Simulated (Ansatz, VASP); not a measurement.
## ZnS in VASP and in Ansatz

```
Zn S
1.0
     0.06556    2.75964    2.75964
     2.75964    0.06556    2.75964
     2.75964    2.75964    0.06556
Zn S
1 1
Direct
  0.00184 0.00184 0.00184
  0.24816 0.24816 0.24816
```

Change from the starting cell: shear_111 strain +3.6%.

Alike in both runs: task single point; functional PBE; k mesh 8 × 8 × 8; occupations fermi-dirac, width 0.02 eV; no spin polarisation.

```csv
,VASP,Ansatz
version,VASP 6.6.1,Ansatz 0.2.0
potentials or method,"VASP PAW PBE potentials, release 64 (Zn, S)","plane waves, PAW"
plane-wave cutoff (eV),520,420
valence electrons in the cell,18,18
```

Ansatz gave:

* gap on the k mesh at the Fermi level (eV): 1.91
* pressure (GPa): -0.4
* traceless stress, the component that is largest in VASP (GPa): -1.13

**Question.** Which values does VASP return?

**Answer.** gap on the k mesh at the Fermi level (eV): 1.91; pressure (GPa): -0.2; traceless stress, the component that is largest in VASP (GPa): -1.13.
